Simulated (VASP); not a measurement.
# CaO (Fm-3m) in VASP: single point with r2SCAN+rVV10

Aim: the single point of CaO with r2SCAN+rVV10.

Program: VASP 6.6.1. These are calculated values, not measurements. Logs are shortened: lines on timing, memory, paths and dates and some standing lists are left out, and cuts for length are marked.

### 1 The cell of the first run

The structure is cubic, space group Fm-3m (No. 225). The conventional cell has a = 4.781 Å, b = 4.781 Å, c = 4.781 Å, α = 90.00°, β = 90.00°, γ = 90.00°. Within 3.2 Å of Ca (site symmetry m-3m) lie 6 O at 2.39 Å. O (site symmetry m-3m) has 6 Ca at 2.39 Å within 3.2 Å.

### 2 Single point, r2SCAN+rVV10

POSCAR

```
CaO
1.0
    0.0000000000      2.3903322869      2.3903322869
    2.3903322869      0.0000000000      2.3903322869
    2.3903322869      2.3903322869      0.0000000000
Ca O
1 1
Direct
    0.0000000000      0.0000000000      0.0000000000
    0.5000000000      0.5000000000      0.5000000000
```

INCAR.step1

```
  PREC = Accurate
  ENCUT = 660
  ISMEAR = 0
  SIGMA = 0.02
  LREAL = False
  LASPH = True
  NELM = 120
  NBANDS = 15
  GGA = PE
  ALGO = Normal
  EDIFF = 1E-5
  LWAVE = True
  LCHARG = False
  GGA_COMPAT = False
```

INCAR.step2

```
  PREC = Accurate
  ENCUT = 660
  EDIFF = 1E-6
  ISMEAR = 0
  SIGMA = 0.02
  LREAL = False
  LASPH = True
  NELM = 120
  ALGO = Normal
  ISIF = 2
  LWAVE = False
  LCHARG = False
  METAGGA = R2SCAN
  LMIXTAU = True
  LUSE_VDW = True
  IVDW_NL = 2
  BPARAM = 11.95
  CPARAM = 0.0093
  NBANDS = 15
  ISTART = 1
  GGA_COMPAT = False
```

KPOINTS

```
Automatic mesh
0
Gamma
  8 8 8
```

Potentials or basis: VASP PAW PBE potentials, release 64 (Ca_sv, O).

On the command line:

```bash
$ cat potpaw_PBE.64/Ca_sv/POTCAR potpaw_PBE.64/O/POTCAR > POTCAR
$ cp INCAR.step1 INCAR
$ mpirun -np 1 vasp_std > vasp.out
$ cp INCAR.step2 INCAR
$ mpirun -np 1 vasp_std > vasp.out
```

OUTCAR:

```text
PREC = Accurate
   ENCUT = 660
   EDIFF = 1E-6
   ISMEAR = 0
   LREAL = False
   LASPH = True
   NELM = 120
   ISIF = 2
   METAGGA = R2SCAN
   IVDW_NL = 2
   BPARAM = 11.95
   ISTART = 1

 ion  position               nearest neighbor table
   1  0.000  0.000  0.000-   2 2.39   2 2.39   2 2.39   2 2.39   2 2.39   2 2.39
   2  0.500  0.500  0.500-   1 2.39   1 2.39   1 2.39   1 2.39   1 2.39   1 2.39

  LATTYP: Found a face centered cubic cell.
 ALAT       =     4.7806645738

  Lattice vectors:

 A1 = (   0.0000000000,   2.3903322869,   2.3903322869)
 A2 = (   2.3903322869,   0.0000000000,   2.3903322869)
 A3 = (   2.3903322869,   2.3903322869,   0.0000000000)

Analysis of symmetry for initial positions (statically):
=====================================================================
 Subroutine PRICEL returns:
 Original cell was already a primitive cell.

 Routine SETGRP: Setting up the symmetry group for a
 face centered cubic supercell.

 Subroutine GETGRP returns: Found 48 space group operations
 (whereof 48 operations were pure point group operations)
 out of a pool of 48 trial point group operations.

The static configuration has the point symmetry O_h .

Analysis of symmetry for dynamics (positions and initial velocities):
=====================================================================
 Subroutine PRICEL returns:
 Original cell was already a primitive cell.

 Routine SETGRP: Setting up the symmetry group for a
 face centered cubic supercell.

 Subroutine GETGRP returns: Found 48 space group operations
 (whereof 48 operations were pure point group operations)
 out of a pool of 48 trial point group operations.

The dynamic configuration has the point symmetry O_h .

 Subroutine INISYM returns: Found 48 space group operations
 (whereof 48 operations are pure point group operations),
 and found     1 'primitive' translations

----------------------------------------------------------------------------------------

                                     Primitive cell

  volume of cell :      27.3152

  direct lattice vectors                    reciprocal lattice vectors
     0.000000000  2.390332287  2.390332287    -0.209175939  0.209175939  0.209175939
     2.390332287  0.000000000  2.390332287     0.209175939 -0.209175939  0.209175939
     2.390332287  2.390332287  0.000000000     0.209175939  0.209175939 -0.209175939

  length of vectors
     3.380440339  3.380440339  3.380440339     0.362303354  0.362303354  0.362303354

  position of ions in fractional coordinates (direct lattice)
     0.000000000  0.000000000  0.000000000
     0.500000000  0.500000000  0.500000000

  ion indices of the primitive-cell ions
   primitive index   ion index
                 1           1
                 2           2

----------------------------------------------------------------------------------------

 KPOINTS: Automatic mesh

Automatic generation of k-mesh.
 Grid dimensions read from file:
 generate k-points for:    8    8    8

 Generating k-lattice:

  Cartesian coordinates                     Fractional coordinates (reciprocal lattice)
    -0.026146992  0.026146992  0.026146992     0.125000000  0.000000000  0.000000000
     0.026146992 -0.026146992  0.026146992     0.000000000  0.125000000  0.000000000
     0.026146992  0.026146992 -0.026146992     0.000000000  0.000000000  0.125000000

  Length of vectors
     0.045287919  0.045287919  0.045287919

  Shift w.r.t. Gamma in fractional coordinates (k-lattice)
     0.000000000  0.000000000  0.000000000

 Subroutine IBZKPT returns following result:
 ===========================================

 Found     29 irreducible k-points:

 Following reciprocal coordinates:
            Coordinates               Weight
  0.000000  0.000000  0.000000      1.000000
  0.125000  0.000000  0.000000      8.000000
  0.250000  0.000000  0.000000      8.000000
  0.375000  0.000000  0.000000      8.000000
  0.500000  0.000000  0.000000      4.000000
  0.125000  0.125000  0.000000      6.000000
[... 16 lines left out ...]
  0.500000  0.250000  0.125000     48.000000
 -0.375000  0.250000  0.125000     24.000000
 [... further k-points ...]
   k-points           NKPTS =     29   k-points in BZ     NKDIM =     29   number of bands    NBANDS=     15
   number of dos      NEDOS =    301   number of ions     NIONS =      2
   total plane-waves  NPLWV =  21952
   dimension x,y,z NGX =    28 NGY =   28 NGZ =   28
   dimension x,y,z NGXF=    56 NGYF=   56 NGZF=   56
   ions per type =               1   1
   NGX,Y,Z   is equivalent  to a cutoff of  13.77, 13.77, 13.77 a.u.
   NGXF,Y,Z  is equivalent  to a cutoff of  27.54, 27.54, 27.54 a.u.
 SYSTEM =  unknown system
   PREC   = accura    normal or accurate (medium, high low for compatibility)
   ISTART =      1    job   : 0-new  1-cont  2-samecut
   ICHARG =      0    charge: 1-file 2-atom 10-const
   ISPIN  =      1    spin polarized calculation?
   LNONCOLLINEAR =      F non collinear calculations
   LSORBIT =      F    spin-orbit coupling
   LASPH  =      T    aspherical Exc in radial PAW
   ENCUT  =  660.0 eV  48.51 Ry    6.96 a.u.   7.08  7.08  7.08*2*pi/ulx,y,z
   NELM   =    120;   NELMIN=  2; NELMDL=  0     # of ELM steps
   EDIFF  = 0.1E-05   stopping-criterion for ELM
   LREAL  =      F    real-space projection
   EDIFFG = 0.1E-04   stopping-criterion for IOM
   NSW    =      0    number of steps for IOM
   IBRION =     -1    ionic relax: 0-MD 1-quasi-New 2-CG
   NFREE  =      0    steps in history (QN), initial steepest desc. (CG)
   ISIF   =      2    stress and relaxation
   ISYM   =      2    0-nonsym 1-usesym 2-fastsym
   POTIM  = 0.5000    time-step for ionic-motion
   TEBEG  =    0.0;   TEEND  =   0.0 temperature during run
   PSTRESS=    0.0 pullay stress
   NELECT =      16.0000    total number of electrons
   NUPDOWN=      -1.0000    fix difference up-down
   EMIN   =  10.00;   EMAX   =-10.00  energy-range for DOS
   EFERMI =   0.00;   METHOD = LEGACY
   ISMEAR =     0;   SIGMA  =   0.02  broadening in eV -4-tet -1-fermi 0-gaus
   EFERMI_NEDOS =   21; number of points for ismear=-14 and -15
   IALGO  =     38    algorithm
   IMIX   =      4    mixing-type and parameters
     AMIX     =   0.40;   BMIX     =  1.00
     AMIX_MAG =   1.60;   BMIX_MAG =  1.00
  volume/ion in A,a.u.               =      13.66        92.17
  Fermi-wavevector in a.u.,A,eV,Ry     =   1.369767  2.588483 25.528072  1.876260
  Thomas-Fermi vector in A             =   2.495613
   LORBIT       =      0    0 simple, 1 ext, 2 COOP (PROOUT), +10 PAW based schemes
   METAGGA = R2SCAN    functional components
   LHFCALC =     F    Hartree Fock is set to
   AEXX    =    0.0000 exact exchange contribution
   IVDW_NL    =     2    kernel type
   BPARAM     =11.9500
   IVDW    =     0    specifies the selected vdW correction
   LEPSILON=     F    determine dielectric tensor
   LRPA    =     F    only Hartree local field effects (RPA)
 non-spin polarized calculation
 Gauss-broadening in eV      SIGMA  =   0.02
  energy-cutoff  :      660.00
  volume of cell :       27.32
 maximum number of plane-waves:      1067
   NGX = 15   NGY = 15   NGZ = 15

 number of electron      15.9999997 magnetization

 Free energy of the ion-electron system (eV)
  ---------------------------------------------------
  ext. energy  EPLUGINS =         0.00000000
  ---------------------------------------------------
  free energy    TOTEN  =       -19.03951230 eV

  energy without entropy =      -19.03951230  energy(sigma->0) =      -19.03951230

 E-fermi :   2.3136     XC(G=0): -11.2142

 val. band max:        2.0841234370   @ k =   0.0000   0.0000   0.0000
 cond. band min:       6.2360487187   @ k =   0.5000   0.5000   0.0000
 fundamental gap:      4.1519252817
 Fermi energy:         2.3135513525

 k-point     1 :       0.0000    0.0000    0.0000
  band No.  band energies     occupation
      1     -36.8621      2.00000
      2     -16.7448      2.00000
      3     -16.7448      2.00000
      4     -16.7448      2.00000
      5     -14.4205      2.00000
      6       2.0841      2.00000
      7       2.0841      2.00000
      8       2.0841      2.00000
      9       7.5851      0.00000
     10       8.9733      0.00000
     11       8.9733      0.00000
     12       8.9733      0.00000
     13      10.6166      0.00000
     14      10.6166      0.00000
     15      17.8675      0.00000

 k-point     2 :       0.1250    0.0000    0.0000
  band No.  band energies     occupation
      1     -36.8462      2.00000
      2     -17.0108      2.00000
      3     -16.7527      2.00000
      4     -16.7527      2.00000
      5     -14.1462      2.00000
      6       1.5600      2.00000
      7       1.8705      2.00000
      8       1.8705      2.00000
      9       8.2724      0.00000
     10       8.9253      0.00000
     11       9.2514      0.00000
     12       9.2514      0.00000
     13      11.0006      0.00000
     14      11.0006      0.00000
     15      18.5006      0.00000

 k-point     3 :       0.2500    0.0000    0.0000
  band No.  band energies     occupation
      1     -36.8074      2.00000
      2     -17.5067      2.00000
      3     -16.7715      2.00000
      4     -16.7715      2.00000
      5     -13.6284      2.00000
      6       0.5522      2.00000
      7       1.4094      2.00000
      8       1.4094      2.00000
      9       8.9956      0.00000
     10       9.7618      0.00000
     11       9.9831      0.00000
     12       9.9831      0.00000
     13      11.9285      0.00000
     14      11.9285      0.00000
     15      18.9712      0.00000
[... 343 lines left out ...]
 k-point    23 :       0.5000    0.2500    0.1250
  band No.  band energies     occupation
      1     -36.7483      2.00000
      2     -17.7115      2.00000
      3     -16.9802      2.00000
      4     -16.8486      2.00000
      5     -13.4374      2.00000
      6       0.0701      2.00000
      7       0.9931      2.00000
      8       1.2401      2.00000
      9       8.5869      0.00000
     10      10.3408      0.00000
     11      11.3392      0.00000
     12      11.4954      0.00000
     13      12.9128      0.00000
     14      14.1536      0.00000
     15      18.0373      0.00000

 k-point    24 :      -0.3750    0.2500    0.1250
  band No.  band energies     occupation
      1     -36.7354      2.00000
      2     -17.7787      2.00000
      3     -16.9951      2.00000
      4     -16.8765      2.00000
      5     -13.3792      2.00000
      6       0.0211      2.00000
      7       0.9458      2.00000
      8       1.0067      2.00000
      9       9.5156      0.00000
     10       9.5994      0.00000
     11      11.6483      0.00000
     12      11.8894      0.00000
     13      13.2177      0.00000
     14      14.9605      0.00000
     15      17.1524      0.00000

 [... further k-points ...]

------------------------ aborting loop because EDIFF is reached ----------------------------------------

  FORCE on cell =-STRESS in cart. coord.  units (eV):
  Direction    XX          YY          ZZ          XY          YZ          ZX
  --------------------------------------------------------------------------------------
  -------------------------------------------------------------------------------------
  Total        0.1551206      0.1551206      0.1551206     -0.0000000      0.0000000     -0.0000000
  in kB        9.0986146      9.0986146      9.0986146     -0.0000000      0.0000000     -0.0000000
  external PRESSURE =       9.0986146 kB  Pullay stress =       0.0000000 kB

 VOLUME and BASIS-vectors are now :
 -----------------------------------------------------------------------------
  energy-cutoff  :      660.00
  volume of cell :       27.32
      direct lattice vectors                 reciprocal lattice vectors
     0.000000000  2.390332287  2.390332287    -0.209175939  0.209175939  0.209175939
     2.390332287  0.000000000  2.390332287     0.209175939 -0.209175939  0.209175939
     2.390332287  2.390332287  0.000000000     0.209175939  0.209175939 -0.209175939

 POSITION                                       TOTAL-FORCE (eV/Angst)
 -----------------------------------------------------------------------------------
      0.00000      0.00000      0.00000         0.000000      0.000000      0.000000
      2.39033      2.39033      2.39033        -0.000000     -0.000000     -0.000000
 -----------------------------------------------------------------------------------
    total drift:                                0.000000      0.000000      0.000000

  FREE ENERGIE OF THE ION-ELECTRON SYSTEM (eV)
  ---------------------------------------------------
  free  energy   TOTEN  =       -19.0395123040 eV

  energy  without entropy=      -19.0395123040  energy(sigma->0) =      -19.03951230
```

It took 96 s on 1 thread of Intel Xeon 8259CL, shared host; peak memory 0.27 GiB.

Results:

- Free energy: -19.0395 eV
- Pressure: 0.9 GPa
- Band gap on the k mesh: 4.15 eV (least direct gap 4.52 eV)

Levels at points of the mesh, in eV from the valence-band top:
```
           k point  band 6  band 7  band 8  band 9  band 10  band 11
(0.00, 0.00, 0.00)    0.00    0.00    0.00    5.50     6.89     6.89
(0.50, 0.00, 0.00)   -2.66   -1.23   -1.23    7.76     9.15     9.15
(0.50, 0.50, 0.00)   -1.29   -0.37   -0.37    4.15     8.89     9.75
```

Caveat: the PAW data sets were made with another functional, which shifts forces and pressure a little. A k mesh can miss the band edges.
